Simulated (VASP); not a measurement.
# Ge (Fd-3m) in VASP: relaxation of cell and atoms with LDA

Aim: the relaxation of cell and atoms of Ge with LDA.

Program: VASP 6.6.1. These are calculated values, not measurements. Logs are shortened: lines on timing, memory, paths and dates and some standing lists are left out, and cuts for length are marked.

## 1. The cell of the first run

It takes space group Fd-3m (No. 227, cubic). Conventional cell: a = 5.658 Å, b = 5.658 Å, c = 5.658 Å, α = 90.00°, β = 90.00°, γ = 90.00°. Within 3.2 Å of Ge (site symmetry -43m) lie 4 Ge at 2.45 Å.

## 2. Relaxation of cell and atoms, LDA

The input, INCAR:

```
SYSTEM = Ge
PREC = Accurate
ENCUT = 600
EDIFF = 1E-6
ISMEAR = 0
SIGMA = 0.1
LREAL = .FALSE.
LASPH = .TRUE.
NELM = 60
ALGO = Normal
ISIF = 3
LWAVE = .FALSE.
LCHARG = .FALSE.
GGA = CA
IBRION = 2
NSW = 100
EDIFFG = -0.005
```

The input, KPOINTS:

```
Automatic mesh
0
G
  14 14 14
  0 0 0
```

The input, POSCAR:

```
Ge
1.0
    0.0000000000      2.8289100000      2.8289100000
    2.8289100000      0.0000000000      2.8289100000
    2.8289100000      2.8289100000      0.0000000000
Ge
2
Direct
    0.0000000000      0.0000000000      0.0000000000
    0.2500000000      0.2500000000      0.2500000000
```

Potentials or basis: VASP PAW LDA potentials, release 64 (Ge_d).

On the command line:

```bash
$ cat potpaw_LDA.64/Ge_d/POTCAR > POTCAR
$ mpirun -np 1 vasp_std > vasp.out
```

OUTCAR:

```text
SYSTEM = Ge
   PREC = Accurate
   ENCUT = 600
   EDIFF = 1E-6
   ISMEAR = 0
   LREAL = .FALSE.
   LASPH = .TRUE.
   NELM = 60
   ISIF = 3
   GGA = CA
   IBRION = 2
   NSW = 100
   EDIFFG = -0.005

 ion  position               nearest neighbor table
   1  0.000  0.000  0.000-   2 2.45   2 2.45   2 2.45   2 2.45
   2  0.250  0.250  0.250-   1 2.45   1 2.45   1 2.45   1 2.45

  LATTYP: Found a face centered cubic cell.
 ALAT       =     5.6578200000

  Lattice vectors:

 A1 = (   0.0000000000,   2.8289100000,   2.8289100000)
 A2 = (   2.8289100000,   0.0000000000,   2.8289100000)
 A3 = (   2.8289100000,   2.8289100000,   0.0000000000)

Analysis of symmetry for initial positions (statically):
=====================================================================
 Subroutine PRICEL returns:
 Original cell was already a primitive cell.

 Routine SETGRP: Setting up the symmetry group for a
 face centered cubic supercell.

 Subroutine GETGRP returns: Found 48 space group operations
 (whereof 24 operations were pure point group operations)
 out of a pool of 48 trial point group operations.

The static configuration has the point symmetry T_d .
 The point group associated with its full space group is O_h .

Analysis of symmetry for dynamics (positions and initial velocities):
=====================================================================
 Subroutine PRICEL returns:
 Original cell was already a primitive cell.

 Routine SETGRP: Setting up the symmetry group for a
 face centered cubic supercell.

 Subroutine GETGRP returns: Found 48 space group operations
 (whereof 24 operations were pure point group operations)
 out of a pool of 48 trial point group operations.

The dynamic configuration has the point symmetry T_d .
 The point group associated with its full space group is O_h .

 Subroutine INISYM returns: Found 48 space group operations
 (whereof 24 operations are pure point group operations),
 and found     1 'primitive' translations

----------------------------------------------------------------------------------------

                                     Primitive cell

  volume of cell :      45.2780

  direct lattice vectors                    reciprocal lattice vectors
     0.000000000  2.828910000  2.828910000    -0.176746521  0.176746521  0.176746521
     2.828910000  0.000000000  2.828910000     0.176746521 -0.176746521  0.176746521
     2.828910000  2.828910000  0.000000000     0.176746521  0.176746521 -0.176746521

  length of vectors
     4.000682889  4.000682889  4.000682889     0.306133954  0.306133954  0.306133954

  position of ions in fractional coordinates (direct lattice)
     0.000000000  0.000000000  0.000000000
     0.250000000  0.250000000  0.250000000

  ion indices of the primitive-cell ions
   primitive index   ion index
                 1           1
                 2           2

----------------------------------------------------------------------------------------

 KPOINTS: Automatic mesh

Automatic generation of k-mesh.
 Grid dimensions read from file:
 generate k-points for:   14   14   14

 Generating k-lattice:

  Cartesian coordinates                     Fractional coordinates (reciprocal lattice)
    -0.012624751  0.012624751  0.012624751     0.071428571  0.000000000  0.000000000
     0.012624751 -0.012624751  0.012624751     0.000000000  0.071428571  0.000000000
     0.012624751  0.012624751 -0.012624751     0.000000000  0.000000000  0.071428571

  Length of vectors
     0.021866711  0.021866711  0.021866711

  Shift w.r.t. Gamma in fractional coordinates (k-lattice)
     0.000000000  0.000000000  0.000000000

 Subroutine IBZKPT returns following result:
 ===========================================

 Found    104 irreducible k-points:

 Following reciprocal coordinates:
            Coordinates               Weight
  0.000000  0.000000  0.000000      1.000000
  0.071429  0.000000  0.000000      8.000000
  0.142857  0.000000  0.000000      8.000000
  0.214286  0.000000  0.000000      8.000000
  0.285714  0.000000  0.000000      8.000000
  0.357143  0.000000  0.000000      8.000000
[... 16 lines left out ...]
  0.214286  0.142857  0.000000     24.000000
  0.285714  0.142857  0.000000     24.000000
 [... further k-points ...]
   k-points           NKPTS =    104   k-points in BZ     NKDIM =    104   number of bands    NBANDS=     18
   number of dos      NEDOS =    301   number of ions     NIONS =      2
   total plane-waves  NPLWV =  32768
   dimension x,y,z NGX =    32 NGY =   32 NGZ =   32
   dimension x,y,z NGXF=    64 NGYF=   64 NGZF=   64
   ions per type =               2
   NGX,Y,Z   is equivalent  to a cutoff of  13.30, 13.30, 13.30 a.u.
   NGXF,Y,Z  is equivalent  to a cutoff of  26.59, 26.59, 26.59 a.u.
 SYSTEM =  Ge
   PREC   = accura    normal or accurate (medium, high low for compatibility)
   ISTART =      0    job   : 0-new  1-cont  2-samecut
   ICHARG =      2    charge: 1-file 2-atom 10-const
   ISPIN  =      1    spin polarized calculation?
   LNONCOLLINEAR =      F non collinear calculations
   LSORBIT =      F    spin-orbit coupling
   LASPH  =      T    aspherical Exc in radial PAW
   ENCUT  =  600.0 eV  44.10 Ry    6.64 a.u.   7.99  7.99  7.99*2*pi/ulx,y,z
   NELM   =     60;   NELMIN=  2; NELMDL= -5     # of ELM steps
   EDIFF  = 0.1E-05   stopping-criterion for ELM
   LREAL  =      F    real-space projection
   EDIFFG = -.5E-02   stopping-criterion for IOM
   NSW    =    100    number of steps for IOM
   IBRION =      2    ionic relax: 0-MD 1-quasi-New 2-CG
   NFREE  =      1    steps in history (QN), initial steepest desc. (CG)
   ISIF   =      3    stress and relaxation
   ISYM   =      2    0-nonsym 1-usesym 2-fastsym
   POTIM  = 0.5000    time-step for ionic-motion
   TEBEG  =    0.0;   TEEND  =   0.0 temperature during run
   PSTRESS=    0.0 pullay stress
   NELECT =      28.0000    total number of electrons
   NUPDOWN=      -1.0000    fix difference up-down
   EMIN   =  10.00;   EMAX   =-10.00  energy-range for DOS
   EFERMI =   0.00;   METHOD = LEGACY
   ISMEAR =     0;   SIGMA  =   0.10  broadening in eV -4-tet -1-fermi 0-gaus
   EFERMI_NEDOS =   21; number of points for ismear=-14 and -15
   IALGO  =     38    algorithm
   IMIX   =      4    mixing-type and parameters
     AMIX     =   0.40;   BMIX     =  1.00
     AMIX_MAG =   1.60;   BMIX_MAG =  1.00
  volume/ion in A,a.u.               =      22.64       152.78
  Fermi-wavevector in a.u.,A,eV,Ry     =   1.394756  2.635708 26.468033  1.945346
  Thomas-Fermi vector in A             =   2.518275
   LORBIT       =      0    0 simple, 1 ext, 2 COOP (PROOUT), +10 PAW based schemes
   GGA     = CA    functional components
   LHFCALC =     F    Hartree Fock is set to
   AEXX    =    0.0000 exact exchange contribution
   IVDW    =     0    specifies the selected vdW correction
   LEPSILON=     F    determine dielectric tensor
   LRPA    =     F    only Hartree local field effects (RPA)
 conjugate gradient relaxation of ions
 non-spin polarized calculation
 Gauss-broadening in eV      SIGMA  =   0.10
  energy-cutoff  :      600.00
  volume of cell :       45.28
 maximum number of plane-waves:      1526
   NGX = 15   NGY = 15   NGZ = 15

--------------------------------------- Ionic step        1  -------------------------------------------

 number of electron      28.0000013 magnetization

 Free energy of the ion-electron system (eV)
  ---------------------------------------------------
  ext. energy  EPLUGINS =         0.00000000
  ---------------------------------------------------
  free energy    TOTEN  =       -10.38937484 eV

  energy without entropy =      -10.38908671  energy(sigma->0) =      -10.38923077

------------------------ aborting loop because EDIFF is reached ----------------------------------------

  FORCE on cell =-STRESS in cart. coord.  units (eV):
  Direction    XX          YY          ZZ          XY          YZ          ZX
  --------------------------------------------------------------------------------------
  -------------------------------------------------------------------------------------
  Total       -0.3255145     -0.3255145     -0.3255145      0.0000000      0.0000000     -0.0000000
  in kB      -11.5184383    -11.5184383    -11.5184383      0.0000000      0.0000000     -0.0000000
  external PRESSURE =     -11.5184383 kB  Pullay stress =       0.0000000 kB
[... 57 lines left out ...]
  energy  without entropy=      -10.3915569841  energy(sigma->0) =      -10.39163612

--------------------------------------- Ionic step        3  -------------------------------------------

 number of electron      27.9999995 magnetization

 Free energy of the ion-electron system (eV)
  ---------------------------------------------------
  ext. energy  EPLUGINS =         0.00000000
  ---------------------------------------------------
  free energy    TOTEN  =       -10.39216378 eV

  energy without entropy =      -10.39197198  energy(sigma->0) =      -10.39206788

 E-fermi :   4.9255     XC(G=0): -10.3701

 val. band max:        4.9070351787   @ k =   0.0000   0.0000   0.0000
 cond. band min:       5.0120402229   @ k =   0.5000   0.0000   0.0000
 fundamental gap:      0.1050050442
 Fermi energy:         4.9255478485

 k-point     1 :       0.0000    0.0000    0.0000
  band No.  band energies     occupation
      1     -20.0714      2.00000
      2     -20.0714      2.00000
      3     -20.0714      2.00000
      4     -20.0334      2.00000
      5     -20.0334      2.00000
      6     -19.8132      2.00000
[... 10 lines left out ...]
     17       7.4276      0.00000
     18       7.4276      0.00000
[... 466 lines left out ...]
      2     -20.0886      2.00000
      3     -20.0655      2.00000
      4     -20.0036      2.00000
      5     -19.9789      2.00000
      6     -19.8803      2.00000
[... 10 lines left out ...]
     17       9.7992      0.00000
     18       9.8089      0.00000

 [... further k-points ...]

------------------------ aborting loop because EDIFF is reached ----------------------------------------

  FORCE on cell =-STRESS in cart. coord.  units (eV):
  Direction    XX          YY          ZZ          XY          YZ          ZX
  --------------------------------------------------------------------------------------
  -------------------------------------------------------------------------------------
  Total       -0.0073857     -0.0073857     -0.0073857      0.0000000      0.0000000      0.0000000
  in kB       -0.2658942     -0.2658942     -0.2658942      0.0000000      0.0000000      0.0000000
  external PRESSURE =      -0.2658942 kB  Pullay stress =       0.0000000 kB
[... 17 lines left out ...]
  FREE ENERGIE OF THE ION-ELECTRON SYSTEM (eV)
  ---------------------------------------------------
  free  energy   TOTEN  =       -10.3921637814 eV

  energy  without entropy=      -10.3919719823  energy(sigma->0) =      -10.39206788

 reached required accuracy - stopping structural energy minimisation
```

It took 89 s on 1 thread of Intel Xeon Platinum 8375C at 2.90GHz (Ice Lake), shared host; peak memory 0.22 GiB.

What came out:

```yaml
Free_energy: -10.3922 eV
Relaxed_volume: 22.25 Å³/atom
Relaxed_cell: a = 3.978 Å, b = 3.978 Å, c = 3.978 Å, α = 60.00°, β = 60.00°, γ = 60.00°
Space_group_after_relaxing_to_0.1_Å: Fd-3m (No. 227)
Energy_gained_by_relaxing: 1.4 meV/atom
Ionic_steps: 3
Pressure_after_relaxing: 0.0 GPa
Band_gap_on_the_k_mesh: 0.01 eV
```

Step by step:
```csv
step,energy change (eV),largest force (eV/Å),pressure (GPa),volume (Å³)
1,0.0000,0.0000,-1.15,45.28
2,-0.0023,0.0000,0.33,44.22
3,-0.0028,0.0000,-0.03,44.50
```

Final structure:
```
Ge
1.0
     0.00000    2.81268    2.81268
     2.81268    0.00000    2.81268
     2.81268    2.81268    0.00000
Ge
2
Direct
  0.00000 0.00000 0.00000
  0.25000 0.25000 0.25000
```

Levels at points of the mesh, in eV from the valence-band top:
```csv
k point,band 10,band 11,band 12,band 13,band 14,band 15,band 16,band 17,band 18
"(0.00, 0.00, 0.00)",-24.69,-12.94,0.00,0.00,0.00,0.01,2.53,2.53,2.53
"(0.50, 0.00, 0.00)",-24.66,-10.81,-7.72,-1.43,-1.43,0.12,3.73,3.73,6.98
"(0.50, 0.50, 0.00)",-24.65,-8.99,-8.99,-3.14,-3.14,0.64,0.64,9.55,9.55
```

Caveat: the smearing spreads over this small gap; semilocal functionals underestimate gaps, and a narrow one can read as zero. A k mesh can miss the band edges.

The gap in the log of VASP goes by the Fermi energy; the results here count the filled bands.